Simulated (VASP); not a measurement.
# RbBr in VASP: notebook, part 2 of 2

VASP 6.6.1. Earlier steps stand in the parts before.

**3. Single point, PBE**

This run uses another cell than the first one, of 42.32 Å³/atom, 0.980 times its volume.

The input, INCAR:

```
ALGO = Normal ; EDIFF = 1E-7
ENCUT = 520 ; GGA = PE
ISIF = 2 ; ISMEAR = 0
LASPH = True ; LCHARG = False
LREAL = False ; LWAVE = False
NBANDS = 15 ; NELM = 60
PREC = Accurate ; SIGMA = 0.05
```

The input, KPOINTS:

```
k-points
0
Gamma
  8 8 8
```

The input, POSCAR:

```
RbBr
1.0
    0.0000000000      3.5083429181      3.5083429181
    3.4381760597      0.0000000000      3.5083429181
    3.4381760597      3.5083429181      0.0000000000
Rb Br
1 1
Direct
    0.5000000000      0.5000000000      0.5000000000
    0.0000000000      0.0000000000      0.0000000000
```

Potentials or basis: VASP PAW PBE potentials, release 64 (Rb_sv, Br).

Started as:

```bash
$ cat potpaw_PBE.64/Rb_sv/POTCAR potpaw_PBE.64/Br/POTCAR > POTCAR
$ mpirun -np 1 vasp_std > vasp.out
```

OUTCAR:

```text
EDIFF = 1E-7
   ENCUT = 520
   GGA = PE
   ISIF = 2
   ISMEAR = 0
   LASPH = True
   LREAL = False
   NELM = 60
   PREC = Accurate

 ion  position               nearest neighbor table
   1  0.500  0.500  0.500-   2 3.44   2 3.44   2 3.51   2 3.51   2 3.51   2 3.51
   2  0.000  0.000  0.000-   1 3.44   1 3.44   1 3.51   1 3.51   1 3.51   1 3.51

  LATTYP: Found a body centered tetragonal cell.
 ALAT       =     4.9615461362
 C/A-ratio  =     1.3859292911

  Lattice vectors:

 A1 = (  -3.4381760597,   0.0000000000,  -3.5083429181)
 A2 = (  -3.4381760597,   0.0000000000,   3.5083429181)
 A3 = (   3.4381760597,   3.5083429181,   0.0000000000)

Analysis of symmetry for initial positions (statically):
=====================================================================
 Subroutine PRICEL returns:
 Original cell was already a primitive cell.

 Routine SETGRP: Setting up the symmetry group for a
 body centered tetragonal supercell.

 Subroutine GETGRP returns: Found 16 space group operations
 (whereof 16 operations were pure point group operations)
 out of a pool of 16 trial point group operations.

The static configuration has the point symmetry D_4h.

Analysis of symmetry for dynamics (positions and initial velocities):
=====================================================================
 Subroutine PRICEL returns:
 Original cell was already a primitive cell.

 Routine SETGRP: Setting up the symmetry group for a
 body centered tetragonal supercell.

 Subroutine GETGRP returns: Found 16 space group operations
 (whereof 16 operations were pure point group operations)
 out of a pool of 16 trial point group operations.

The dynamic configuration has the point symmetry D_4h.

 Subroutine INISYM returns: Found 16 space group operations
 (whereof 16 operations are pure point group operations),
 and found     1 'primitive' translations

----------------------------------------------------------------------------------------

                                     Primitive cell

  volume of cell :      84.6374

  direct lattice vectors                    reciprocal lattice vectors
     0.000000000  3.508342918  3.508342918    -0.145425944  0.142517425  0.142517425
     3.438176060  0.000000000  3.508342918     0.145425944 -0.142517425  0.142517425
     3.438176060  3.508342918  0.000000000     0.145425944  0.142517425 -0.142517425

  length of vectors
     4.961546136  4.912181252  4.912181252     0.248538002  0.248538002  0.248538002

  position of ions in fractional coordinates (direct lattice)
     0.500000000  0.500000000  0.500000000
     0.000000000  0.000000000  0.000000000

  ion indices of the primitive-cell ions
   primitive index   ion index
                 1           1
                 2           2

----------------------------------------------------------------------------------------

 KPOINTS: k-points

Automatic generation of k-mesh.
 Grid dimensions read from file:
 generate k-points for:    8    8    8

 Generating k-lattice:

[... 23 lines left out ...]
  0.125000  0.125000  0.000000      4.000000
[... 16 lines left out ...]
  0.250000  0.125000  0.125000      4.000000
  0.375000  0.125000  0.125000      8.000000
 [... further k-points ...]
   k-points           NKPTS =     59   k-points in BZ     NKDIM =     59   number of bands    NBANDS=     15
   number of dos      NEDOS =    301   number of ions     NIONS =      2
   total plane-waves  NPLWV =  64000
   dimension x,y,z NGX =    40 NGY =   40 NGZ =   40
   dimension x,y,z NGXF=    80 NGYF=   80 NGZF=   80
   ions per type =               1   1
   NGX,Y,Z   is equivalent  to a cutoff of  13.40, 13.54, 13.54 a.u.
   NGXF,Y,Z  is equivalent  to a cutoff of  26.81, 27.07, 27.07 a.u.
 SYSTEM =  unknown system
   PREC   = accura    normal or accurate (medium, high low for compatibility)
   ISTART =      0    job   : 0-new  1-cont  2-samecut
   ICHARG =      2    charge: 1-file 2-atom 10-const
   ISPIN  =      1    spin polarized calculation?
   LNONCOLLINEAR =      F non collinear calculations
   LSORBIT =      F    spin-orbit coupling
   LASPH  =      T    aspherical Exc in radial PAW
   ENCUT  =  520.0 eV  38.22 Ry    6.18 a.u.   9.23  9.13  9.13*2*pi/ulx,y,z
   NELM   =     60;   NELMIN=  2; NELMDL= -5     # of ELM steps
   EDIFF  = 0.1E-06   stopping-criterion for ELM
   LREAL  =      F    real-space projection
   EDIFFG = 0.1E-05   stopping-criterion for IOM
   NSW    =      0    number of steps for IOM
   IBRION =     -1    ionic relax: 0-MD 1-quasi-New 2-CG
   NFREE  =      0    steps in history (QN), initial steepest desc. (CG)
   ISIF   =      2    stress and relaxation
   ISYM   =      2    0-nonsym 1-usesym 2-fastsym
   POTIM  = 0.5000    time-step for ionic-motion
   TEBEG  =    0.0;   TEEND  =   0.0 temperature during run
   PSTRESS=    0.0 pullay stress
   NELECT =      16.0000    total number of electrons
   NUPDOWN=      -1.0000    fix difference up-down
   EMIN   =  10.00;   EMAX   =-10.00  energy-range for DOS
   EFERMI =   0.00;   METHOD = LEGACY
   ISMEAR =     0;   SIGMA  =   0.05  broadening in eV -4-tet -1-fermi 0-gaus
   EFERMI_NEDOS =   21; number of points for ismear=-14 and -15
   IALGO  =     38    algorithm
   IMIX   =      4    mixing-type and parameters
     AMIX     =   0.40;   BMIX     =  1.00
     AMIX_MAG =   1.60;   BMIX_MAG =  1.00
  volume/ion in A,a.u.               =      42.32       285.58
  Fermi-wavevector in a.u.,A,eV,Ry     =   0.939566  1.775523 12.011017  0.882785
  Thomas-Fermi vector in A             =   2.066891
   LORBIT       =      0    0 simple, 1 ext, 2 COOP (PROOUT), +10 PAW based schemes
   GGA     = PE    functional components
   LHFCALC =     F    Hartree Fock is set to
   AEXX    =    0.0000 exact exchange contribution
   IVDW    =     0    specifies the selected vdW correction
   LEPSILON=     F    determine dielectric tensor
   LRPA    =     F    only Hartree local field effects (RPA)
 non-spin polarized calculation
 Gauss-broadening in eV      SIGMA  =   0.05
  energy-cutoff  :      520.00
  volume of cell :       84.64
 maximum number of plane-waves:      2312
 NGX is ok and might be reduce to    40
   NGX = 19   NGY = 19   NGZ = 19

 number of electron      15.9999998 magnetization

 Free energy of the ion-electron system (eV)
  ---------------------------------------------------
  ext. energy  EPLUGINS =         0.00000000
  ---------------------------------------------------
  free energy    TOTEN  =        -6.11198956 eV

  energy without entropy =       -6.11198956  energy(sigma->0) =       -6.11198956

 E-fermi :  -1.6574     XC(G=0):  -7.0365

 val. band max:       -1.9228319191   @ k =   0.0000   0.0000   0.0000
 cond. band min:       2.3023771243   @ k =   0.0000   0.0000   0.0000
 fundamental gap:      4.2252090434
 Fermi energy:        -1.6574459847

 k-point     1 :       0.0000    0.0000    0.0000
  band No.  band energies     occupation
      1     -26.4563      2.00000
      2     -14.0690      2.00000
      3     -10.5300      2.00000
      4     -10.5290      2.00000
      5     -10.5290      2.00000
      6      -1.9410      2.00000
      7      -1.9410      2.00000
      8      -1.9228      2.00000
      9       2.3024      0.00000
     10       5.2892      0.00000
     11       5.2892      0.00000
     12       5.4045      0.00000
     13       6.1300      0.00000
     14       6.2341      0.00000
[... 401 lines left out ...]
      2     -14.0825      2.00000
      3     -10.5609      2.00000
      4     -10.5320      2.00000
      5     -10.5103      2.00000
      6      -2.5645      2.00000
      7      -2.1778      2.00000
      8      -2.0932      2.00000
      9       3.9924      0.00000
     10       5.0693      0.00000
     11       6.1110      0.00000
     12       6.7721      0.00000
     13       6.9869      0.00000
     14       7.5667      0.00000
     15       9.2072      0.00000

 [... further k-points ...]

------------------------ aborting loop because EDIFF is reached ----------------------------------------

  FORCE on cell =-STRESS in cart. coord.  units (eV):
  Direction    XX          YY          ZZ          XY          YZ          ZX
  --------------------------------------------------------------------------------------
  -------------------------------------------------------------------------------------
  Total        0.3490820      0.0612025      0.0612025      0.0000000      0.0000000      0.0000000
  in kB        6.6080882      1.1585574      1.1585574      0.0000000      0.0000000      0.0000000
  external PRESSURE =       2.9750676 kB  Pullay stress =       0.0000000 kB

 VOLUME and BASIS-vectors are now :
 -----------------------------------------------------------------------------
  energy-cutoff  :      520.00
  volume of cell :       84.64
      direct lattice vectors                 reciprocal lattice vectors
     0.000000000  3.508342918  3.508342918    -0.145425944  0.142517425  0.142517425
     3.438176060  0.000000000  3.508342918     0.145425944 -0.142517425  0.142517425
     3.438176060  3.508342918  0.000000000     0.145425944  0.142517425 -0.142517425

 POSITION                                       TOTAL-FORCE (eV/Angst)
 -----------------------------------------------------------------------------------
      3.43818      3.50834      3.50834         0.000000     -0.000000      0.000000
      0.00000      0.00000      0.00000         0.000000      0.000000     -0.000000
 -----------------------------------------------------------------------------------
    total drift:                                0.000000     -0.000000      0.000000

  FREE ENERGIE OF THE ION-ELECTRON SYSTEM (eV)
  ---------------------------------------------------
  free  energy   TOTEN  =        -6.1119895554 eV

  energy  without entropy=       -6.1119895554  energy(sigma->0) =       -6.11198956
```

OSZICAR:

```text
N       E                     dE             d eps       ncg     rms          rms(c)
DAV:   1     0.787229056495E+02    0.78723E+02   -0.64821E+03  1770   0.879E+02
DAV:   2    -0.315140162801E+00   -0.79038E+02   -0.72672E+02  2529   0.171E+02
DAV:   3    -0.620495680045E+01   -0.58898E+01   -0.58636E+01  2578   0.438E+01
DAV:   4    -0.634190498672E+01   -0.13695E+00   -0.13691E+00  2566   0.527E+00
DAV:   5    -0.634441966232E+01   -0.25147E-02   -0.25147E-02  2462   0.553E-01    0.269E+00
DAV:   6    -0.611717964413E+01    0.22724E+00   -0.27564E-01  2246   0.236E+00    0.176E+00
DAV:   7    -0.609867675355E+01    0.18503E-01   -0.12687E-01  2386   0.171E+00    0.917E-01
DAV:   8    -0.611109389693E+01   -0.12417E-01   -0.14934E-02  1879   0.707E-01    0.112E-01
DAV:   9    -0.611152289335E+01   -0.42900E-03   -0.68003E-04  2493   0.133E-01    0.711E-02
DAV:  10    -0.611198162359E+01   -0.45873E-03   -0.59449E-04  1847   0.133E-01    0.270E-02
DAV:  11    -0.611198291718E+01   -0.12936E-05   -0.33949E-05  2413   0.301E-02    0.831E-03
DAV:  12    -0.611198920134E+01   -0.62842E-05   -0.98673E-06  1854   0.184E-02    0.131E-03
DAV:  13    -0.611198950232E+01   -0.30098E-06   -0.41277E-07  2545   0.345E-03    0.248E-03
DAV:  14    -0.611198955539E+01   -0.53067E-07   -0.20239E-07  1924   0.244E-03
   1 F= -.61119896E+01 E0= -.61119896E+01  d E =-.333915E-16
```

It took 79 s on 1 thread of Intel Xeon Platinum 8488C (Sapphire Rapids), shared host; peak memory 0.27 GiB.

What came out:

| Property | Result |
| --- | --- |
| Free energy | -6.1120 eV |
| Pressure | 0.3 GPa |
| Band gap on the k mesh | 4.23 eV, direct |

Stress tensor (GPa, compression positive):
```
0.66 0.00 0.00
0.00 0.12 0.00
0.00 0.00 0.12
```

A k mesh can miss the band edges. As with any semilocal functional, this PBE gap is likely too small.
